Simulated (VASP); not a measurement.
# Cd in VASP: further runs

Runs on Cd. Level: PBE. Tasks: single point.

Everything below comes from runs of VASP 6.6.1. Logs are shortened: lines on timing, memory, paths and dates and some standing lists are left out, and cuts for length are marked.

### Step 1. The cell of the first run

The cell holds a sheet with vacuum, 3 atoms: a = 6.279 Å, b = 6.279 Å, c = 14.000 Å, α = 90.00°, β = 90.00°, γ = 120.00°.

### Step 2. Single point, PBE

Input file INCAR:

```
SYSTEM = Cd
PREC = Accurate
ENCUT = 520
EDIFF = 1E-7
ISMEAR = 0
SIGMA = 0.1
LREAL = .FALSE.
LASPH = .TRUE.
NELM = 100
ALGO = Normal
ISIF = 2
LWAVE = .FALSE.
LCHARG = .TRUE.
LDIPOL = .TRUE.
IDIPOL = 3
DIPOL = 0.5 0.5 0.500
GGA = PE
LELF = .TRUE.
LVHAR = .TRUE.
LVACPOTAV = .TRUE.
NBANDS = 25
```

Input file KPOINTS:

```
regular mesh
0
G
  3 3 1
  0 0 0
```

Input file POSCAR:

```
Cd
1.0
    6.2785690000      0.0000000000      0.0000000000
   -3.1392850000      5.4374010000      0.0000000000
    0.0000000000      0.0000000000     14.0000000000
Cd
3
Direct
    0.0000000000      0.5000000000      0.5000000000
    0.5000000000      0.0000000000      0.5000000000
    0.5000000000      0.5000000000      0.5000000000
```

Potentials or basis: VASP PAW PBE potentials, release 64 (Cd).

Run with:

```console
$ cat potpaw_PBE.64/Cd/POTCAR > POTCAR
$ mpirun -np 1 vasp_std > vasp.out
```

OUTCAR:

```text
SYSTEM = Cd
   PREC = Accurate
   ENCUT = 520
   EDIFF = 1E-7
   ISMEAR = 0
   LREAL = .FALSE.
   LASPH = .TRUE.
   NELM = 100
   ISIF = 2
   GGA = PE

 ion  position               nearest neighbor table
   1  0.000  0.500  0.500-   3 3.14   3 3.14   2 3.14   2 3.14
   2  0.500  0.000  0.500-   1 3.14   1 3.14   3 3.14   3 3.14
   3  0.500  0.500  0.500-   1 3.14   1 3.14   2 3.14   2 3.14

  LATTYP: Found a hexagonal cell.
 ALAT       =     6.2785690000
 C/A-ratio  =     2.2298074609

  Lattice vectors:

 A1 = (   6.2785690000,   0.0000000000,   0.0000000000)
 A2 = (  -3.1392850000,   5.4374010000,   0.0000000000)
 A3 = (   0.0000000000,   0.0000000000,  14.0000000000)

Analysis of symmetry for initial positions (statically):
=====================================================================
 Subroutine PRICEL returns:
 Original cell was already a primitive cell.

 Routine SETGRP: Setting up the symmetry group for a
 hexagonal supercell.

 Subroutine GETGRP returns: Found 24 space group operations
 (whereof 24 operations were pure point group operations)
 out of a pool of 24 trial point group operations.

The static configuration has the point symmetry D_6h.

Analysis of symmetry for dynamics (positions and initial velocities):
=====================================================================
 Subroutine PRICEL returns:
 Original cell was already a primitive cell.

 Routine SETGRP: Setting up the symmetry group for a
 hexagonal supercell.

 Subroutine GETGRP returns: Found 24 space group operations
 (whereof 24 operations were pure point group operations)
 out of a pool of 24 trial point group operations.

The dynamic configuration has the point symmetry D_6h.

 Subroutine INISYM returns: Found 24 space group operations
 (whereof 24 operations are pure point group operations),
 and found     1 'primitive' translations

----------------------------------------------------------------------------------------

                                     Primitive cell

  volume of cell :     477.9474

  direct lattice vectors                    reciprocal lattice vectors
     6.278569000  0.000000000  0.000000000     0.159271961  0.091955712  0.000000000
    -3.139285000  5.437401000  0.000000000     0.000000000  0.183911394  0.000000000
     0.000000000  0.000000000 14.000000000     0.000000000  0.000000000  0.071428571

  length of vectors
     6.278569000  6.278569897 14.000000000     0.183911421  0.183911394  0.071428571

  position of ions in fractional coordinates (direct lattice)
     0.000000000  0.500000000  0.500000000
     0.500000000  0.000000000  0.500000000
     0.500000000  0.500000000  0.500000000

  ion indices of the primitive-cell ions
   primitive index   ion index
                 1           1
                 2           2
                 3           3

----------------------------------------------------------------------------------------

 KPOINTS: regular mesh

Automatic generation of k-mesh.
 Grid dimensions read from file:
 generate k-points for:    3    3    1

 Generating k-lattice:

  Cartesian coordinates                     Fractional coordinates (reciprocal lattice)
     0.053090654  0.030651904  0.000000000     0.333333333  0.000000000  0.000000000
     0.000000000  0.061303798  0.000000000     0.000000000  0.333333333  0.000000000
     0.000000000  0.000000000  0.071428571     0.000000000  0.000000000  1.000000000

  Length of vectors
     0.061303807  0.061303798  0.071428571

  Shift w.r.t. Gamma in fractional coordinates (k-lattice)
     0.000000000  0.000000000  0.000000000

 Subroutine IBZKPT returns following result:
 ===========================================

 Found      3 irreducible k-points:

 Following reciprocal coordinates:
            Coordinates               Weight
  0.000000  0.000000  0.000000      1.000000
  0.333333  0.000000  0.000000      6.000000
  0.333333  0.333333  0.000000      2.000000
   k-points           NKPTS =      3   k-points in BZ     NKDIM =      3   number of bands    NBANDS=     25
   number of dos      NEDOS =    301   number of ions     NIONS =      3
   total plane-waves  NPLWV = 248832
   dimension x,y,z NGX =    48 NGY =   48 NGZ =  108
   dimension x,y,z NGXF=    96 NGYF=   96 NGZF=  216
   ions per type =               3
   NGX,Y,Z   is equivalent  to a cutoff of  12.71, 12.71, 12.82 a.u.
   NGXF,Y,Z  is equivalent  to a cutoff of  25.42, 25.42, 25.65 a.u.
 SYSTEM =  Cd
   PREC   = accura    normal or accurate (medium, high low for compatibility)
   ISTART =      0    job   : 0-new  1-cont  2-samecut
   ICHARG =      2    charge: 1-file 2-atom 10-const
   ISPIN  =      1    spin polarized calculation?
   LNONCOLLINEAR =      F non collinear calculations
   LSORBIT =      F    spin-orbit coupling
   LASPH  =      T    aspherical Exc in radial PAW
   ENCUT  =  520.0 eV  38.22 Ry    6.18 a.u.  11.67 11.67 26.03*2*pi/ulx,y,z
   NELM   =    100;   NELMIN=  2; NELMDL= -5     # of ELM steps
   EDIFF  = 0.1E-06   stopping-criterion for ELM
   LREAL  =      F    real-space projection
   EDIFFG = 0.1E-05   stopping-criterion for IOM
   NSW    =      0    number of steps for IOM
   IBRION =     -1    ionic relax: 0-MD 1-quasi-New 2-CG
   NFREE  =      0    steps in history (QN), initial steepest desc. (CG)
   ISIF   =      2    stress and relaxation
   ISYM   =      2    0-nonsym 1-usesym 2-fastsym
   POTIM  = 0.5000    time-step for ionic-motion
   TEBEG  =    0.0;   TEEND  =   0.0 temperature during run
   PSTRESS=    0.0 pullay stress
   NELECT =      36.0000    total number of electrons
   NUPDOWN=      -1.0000    fix difference up-down
   EMIN   =  10.00;   EMAX   =-10.00  energy-range for DOS
   EFERMI =   0.00;   METHOD = LEGACY
   ISMEAR =     0;   SIGMA  =   0.10  broadening in eV -4-tet -1-fermi 0-gaus
   EFERMI_NEDOS =   21; number of points for ismear=-14 and -15
   IALGO  =     38    algorithm
   IMIX   =      4    mixing-type and parameters
     AMIX     =   0.40;   BMIX     =  1.00
     AMIX_MAG =   1.60;   BMIX_MAG =  1.00
  volume/ion in A,a.u.               =     159.32      1075.12
  Fermi-wavevector in a.u.,A,eV,Ry     =   0.691378  1.306515  6.503636  0.478004
  Thomas-Fermi vector in A             =   1.773012
   LORBIT       =      0    0 simple, 1 ext, 2 COOP (PROOUT), +10 PAW based schemes
   GGA     = PE    functional components
   LHFCALC =     F    Hartree Fock is set to
   AEXX    =    0.0000 exact exchange contribution
   IVDW    =     0    specifies the selected vdW correction
   LEPSILON=     F    determine dielectric tensor
   LRPA    =     F    only Hartree local field effects (RPA)
 non-spin polarized calculation
 Gauss-broadening in eV      SIGMA  =   0.10
  energy-cutoff  :      520.00
  volume of cell :      477.95
 maximum number of plane-waves:     12874
 NGX is ok and might be reduce to    48
   NGX = 23   NGY = 23   NGZ = 53

 number of electron      35.9999992 magnetization

 dipolmoment           0.000000      0.000000      0.000000 electrons x Angstroem

 Free energy of the ion-electron system (eV)
  ---------------------------------------------------
  ext. energy  EPLUGINS =         0.00000000
  ---------------------------------------------------
  free energy    TOTEN  =        -0.53335159 eV

  energy without entropy =       -0.51900406  energy(sigma->0) =       -0.52617782

 E-fermi :  -2.3368     XC(G=0):  -2.6296

 val. band max:       -2.7475848629   @ k =   0.0000   0.0000   0.0000
 cond. band min:      -2.3315417101   @ k =   0.0000   0.0000   0.0000
 fundamental gap:      0.4160431527
 Fermi energy:        -2.3367629548

 k-point     1 :       0.0000    0.0000    0.0000
  band No.  band energies     occupation
      1     -11.5370      2.00000
      2     -11.3452      2.00000
      3     -11.3452      2.00000
      4     -11.2264      2.00000
      5     -11.0948      2.00000
      6     -11.0554      2.00000
      7     -11.0554      2.00000
      8     -10.8189      2.00000
      9     -10.8189      2.00000
     10     -10.8105      2.00000
     11     -10.7357      2.00000
     12     -10.7357      2.00000
     13     -10.6149      2.00000
     14     -10.6149      2.00000
     15     -10.3627      2.00000
     16      -7.3844      2.00000
     17      -2.7476      2.00000
     18      -2.3315      0.94114
     19      -2.3315      0.94112
     20      -2.2261      0.11774
     21      -1.0623      0.00000
     22      -1.0623      0.00000
     23       0.4192      0.00000
     24       1.6109      0.00000
     25       1.9212      0.00000

 k-point     2 :       0.3333    0.0000    0.0000
  band No.  band energies     occupation
      1     -11.4007      2.00000
      2     -11.2552      2.00000
      3     -11.1503      2.00000
      4     -11.1412      2.00000
      5     -11.0352      2.00000
      6     -11.0316      2.00000
      7     -10.9922      2.00000
      8     -10.8858      2.00000
      9     -10.8630      2.00000
     10     -10.8529      2.00000
     11     -10.8404      2.00000
     12     -10.8151      2.00000
     13     -10.7482      2.00000
     14     -10.6614      2.00000
     15     -10.5357      2.00000
     16      -6.9206      2.00000
     17      -5.1271      2.00000
     18      -3.0864      2.00000
     19      -1.8579      0.00000
     20      -1.6501      0.00000
     21       0.2268      0.00000
     22       0.9674      0.00000
     23       0.9701      0.00000
     24       1.2764      0.00000
     25       1.5964      0.00000

 k-point     3 :       0.3333    0.3333    0.0000
  band No.  band energies     occupation
      1     -11.2153      2.00000
      2     -11.1553      2.00000
      3     -11.1553      2.00000
      4     -11.0409      2.00000
      5     -11.0409      2.00000
      6     -11.0093      2.00000
      7     -10.9823      2.00000
      8     -10.9823      2.00000
      9     -10.8838      2.00000
     10     -10.8838      2.00000
     11     -10.8826      2.00000
     12     -10.7890      2.00000
     13     -10.7727      2.00000
     14     -10.7727      2.00000
     15     -10.6612      2.00000
     16      -6.1291      2.00000
     17      -6.1291      2.00000
     18      -4.1017      2.00000
     19      -0.7374      0.00000
     20      -0.7374      0.00000
     21       0.5293      0.00000
     22       0.5293      0.00000
     23       0.6930      0.00000
     24       1.0189      0.00000
     25       2.0647      0.00000

------------------------ aborting loop because EDIFF is reached ----------------------------------------

  FORCE on cell =-STRESS in cart. coord.  units (eV):
  Direction    XX          YY          ZZ          XY          YZ          ZX
  --------------------------------------------------------------------------------------
  -------------------------------------------------------------------------------------
  Total        0.2865775      0.2865775     -0.0028216     -0.0000000      0.0000000     -0.0000000
  in kB        0.9606663      0.9606666     -0.0094587     -0.0000001      0.0000000     -0.0000000
  external PRESSURE =       0.6372914 kB  Pullay stress =       0.0000000 kB

 VOLUME and BASIS-vectors are now :
 -----------------------------------------------------------------------------
  energy-cutoff  :      520.00
  volume of cell :      477.95
      direct lattice vectors                 reciprocal lattice vectors
     6.278569000  0.000000000  0.000000000     0.159271961  0.091955712  0.000000000
    -3.139285000  5.437401000  0.000000000     0.000000000  0.183911394  0.000000000
     0.000000000  0.000000000 14.000000000     0.000000000  0.000000000  0.071428571

 POSITION                                       TOTAL-FORCE (eV/Angst)
 -----------------------------------------------------------------------------------
     -1.56964      2.71870      7.00000        -0.000000      0.000000      0.000000
      3.13928      0.00000      7.00000         0.000000      0.000000      0.000000
      1.56964      2.71870      7.00000         0.000000      0.000000      0.000000
 -----------------------------------------------------------------------------------
    total drift:                                0.000000     -0.000000     -0.000000

  FREE ENERGIE OF THE ION-ELECTRON SYSTEM (eV)
  ---------------------------------------------------
  free  energy   TOTEN  =        -0.5333515855 eV

  energy  without entropy=       -0.5190040625  energy(sigma->0) =       -0.52617782

 vacuum level on the upper side and lower side of the slab         0.849         0.849
```

Wall time 65 s (1 thread of Intel Xeon Platinum 8488C (Sapphire Rapids), shared host); peak memory 0.52 GiB.

What came out:

- Free energy: -0.5334 eV
- Band gap on the k mesh: zero (filled and empty bands touch)

Levels at points of the mesh, in eV from the Fermi level:
```csv
k point,band 16,band 17,band 18,band 19,band 20,band 21
"(0.00, 0.00, 0.00)",-5.05,-0.41,0.01,0.01,0.11,1.27
```

Caveat: the k points lie up to 0.39 Å⁻¹ apart.

### Step 3. Single point, PBE

Input file INCAR:

```
  ALGO = Normal
  DIPOL = 0.5 0.5 0.500
  EDIFF = 1E-6
  ENCUT = 520
  GGA = PE
  IDIPOL = 3
  ISIF = 2
  ISMEAR = 0
  LASPH = True
  LCHARG = False
  LDIPOL = True
  LREAL = False
  LWAVE = False
  NBANDS = 25
  NELM = 100
  PREC = Accurate
  SIGMA = 0.1
```

Input file KPOINTS:

```
k-points
0
Gamma
  3 3 1
```

POSCAR is that of step 2.

Potentials or basis: VASP PAW PBE potentials, release 64 (Cd).

Run with:

```console
$ cat potpaw_PBE.64/Cd/POTCAR > POTCAR
$ mpirun -np 1 vasp_std > vasp.out
```

OUTCAR:

```text
EDIFF = 1E-6
   ENCUT = 520
   GGA = PE
   ISIF = 2
   ISMEAR = 0
   LASPH = True
   LREAL = False
   NELM = 100
   PREC = Accurate

 ion  position               nearest neighbor table
   1  0.000  0.500  0.500-   3 3.14   3 3.14   2 3.14   2 3.14
   2  0.500  0.000  0.500-   1 3.14   1 3.14   3 3.14   3 3.14
   3  0.500  0.500  0.500-   1 3.14   1 3.14   2 3.14   2 3.14

  LATTYP: Found a hexagonal cell.
 ALAT       =     6.2785690000
 C/A-ratio  =     2.2298074609

  Lattice vectors:

 A1 = (   6.2785690000,   0.0000000000,   0.0000000000)
 A2 = (  -3.1392850000,   5.4374010000,   0.0000000000)
 A3 = (   0.0000000000,   0.0000000000,  14.0000000000)

Analysis of symmetry for initial positions (statically):
=====================================================================
 Subroutine PRICEL returns:
 Original cell was already a primitive cell.

 Routine SETGRP: Setting up the symmetry group for a
 hexagonal supercell.

 Subroutine GETGRP returns: Found 24 space group operations
 (whereof 24 operations were pure point group operations)
[... 148 lines left out ...]

 val. band max:       -2.7475851153   @ k =   0.0000   0.0000   0.0000
 cond. band min:      -2.3315395785   @ k =   0.0000   0.0000   0.0000
 fundamental gap:      0.4160455368
 Fermi energy:        -2.3367611051

 k-point     1 :       0.0000    0.0000    0.0000
  band No.  band energies     occupation
      1     -11.5370      2.00000
      2     -11.3452      2.00000
      3     -11.3452      2.00000
      4     -11.2264      2.00000
      5     -11.0948      2.00000
      6     -11.0554      2.00000
[... 73 lines left out ...]
     24       1.0189      0.00000
     25       2.0653      0.00000

------------------------ aborting loop because EDIFF is reached ----------------------------------------

 vacuum level on the upper side and lower side of the slab       (xc-potential included)        -0.123        -0.123

  FORCE on cell =-STRESS in cart. coord.  units (eV):
  Direction    XX          YY          ZZ          XY          YZ          ZX
  --------------------------------------------------------------------------------------
  -------------------------------------------------------------------------------------
  Total        0.2863628      0.2863629     -0.0030650     -0.0000000     -0.0000000     -0.0000000
  in kB        0.9599468      0.9599471     -0.0102745     -0.0000001     -0.0000000     -0.0000000
  external PRESSURE =       0.6365398 kB  Pullay stress =       0.0000000 kB

 VOLUME and BASIS-vectors are now :
 -----------------------------------------------------------------------------
  energy-cutoff  :      520.00
  volume of cell :      477.95
      direct lattice vectors                 reciprocal lattice vectors
     6.278569000  0.000000000  0.000000000     0.159271961  0.091955712  0.000000000
    -3.139285000  5.437401000  0.000000000     0.000000000  0.183911394  0.000000000
     0.000000000  0.000000000 14.000000000     0.000000000  0.000000000  0.071428571

 POSITION                                       TOTAL-FORCE (eV/Angst)
 -----------------------------------------------------------------------------------
     -1.56964      2.71870      7.00000         0.000000      0.000000      0.000000
      3.13928      0.00000      7.00000        -0.000000      0.000000      0.000000
      1.56964      2.71870      7.00000         0.000000      0.000000      0.000000
 -----------------------------------------------------------------------------------
    total drift:                                0.000000     -0.000000     -0.000000

  FREE ENERGIE OF THE ION-ELECTRON SYSTEM (eV)
  ---------------------------------------------------
  free  energy   TOTEN  =        -0.5333516472 eV

  energy  without entropy=       -0.5190040500  energy(sigma->0) =       -0.52617785

 vacuum level on the upper side and lower side of the slab         0.768         0.768
```

OSZICAR:

```text
N       E                     dE             d eps       ncg     rms          rms(c)
DAV:   1     0.274241774088E+03    0.27424E+03   -0.12415E+04   150   0.105E+03
DAV:   2     0.188957989662E+02   -0.25535E+03   -0.23816E+03   178   0.250E+02
DAV:   3    -0.443486567350E+00   -0.19339E+02   -0.19255E+02   184   0.847E+01
DAV:   4    -0.572323798807E+00   -0.12884E+00   -0.12878E+00   156   0.912E+00
DAV:   5    -0.573262374822E+00   -0.93858E-03   -0.93856E-03   186   0.525E-01    0.212E+00
DAV:   6    -0.544152480429E+00    0.29110E-01   -0.66516E-02   151   0.216E+00    0.159E+00
DAV:   7    -0.534677443427E+00    0.94750E-02   -0.22375E-02   160   0.103E+00    0.575E-01
DAV:   8    -0.533182605360E+00    0.14948E-02   -0.44129E-03   160   0.503E-01    0.106E-01
DAV:   9    -0.532731750251E+00    0.45086E-03   -0.88874E-04   169   0.203E-01    0.460E-02
DAV:  10    -0.532734418462E+00   -0.26682E-05   -0.11772E-04   160   0.893E-02    0.178E-02
DAV:  11    -0.532835464471E+00   -0.10105E-03   -0.20715E-04   150   0.460E-02    0.105E-02
DAV:  12    -0.532901921395E+00   -0.66457E-04   -0.75398E-06   126   0.980E-03    0.649E-03
DAV:  13    -0.533142975575E+00   -0.24105E-03   -0.36687E-05   126   0.137E-02    0.338E-03
DAV:  14    -0.533235089708E+00   -0.92114E-04   -0.49733E-06   135   0.464E-03    0.264E-03
DAV:  15    -0.533338429053E+00   -0.10334E-03   -0.12044E-05   126   0.755E-03    0.869E-04
DAV:  16    -0.533345627875E+00   -0.71988E-05   -0.38985E-07   103   0.151E-03    0.453E-04
DAV:  17    -0.533351598835E+00   -0.59710E-05   -0.31743E-07   103   0.131E-03    0.126E-04
DAV:  18    -0.533351647239E+00   -0.48403E-07   -0.11792E-08   101   0.651E-04
   1 F= -.53335165E+00 E0= -.52617785E+00  d E =-.143476E-01
```

It took 65 s on 1 thread of Intel Xeon Platinum 8488C (Sapphire Rapids), shared host; peak memory 0.52 GiB.

What came out:

* Free energy: -0.5334 eV
* Band gap on the k mesh: zero (filled and empty bands touch)

Levels at points of the mesh, in eV from the Fermi level:
```csv
k point,band 15,band 16,band 17,band 18,band 19,band 20,band 21,band 22
"(0.00, 0.00, 0.00)",-8.03,-5.05,-0.41,0.01,0.01,0.11,1.27,1.27
```

Caveat: the k points lie up to 0.39 Å⁻¹ apart.

(Part 1 of 2 ends here.)
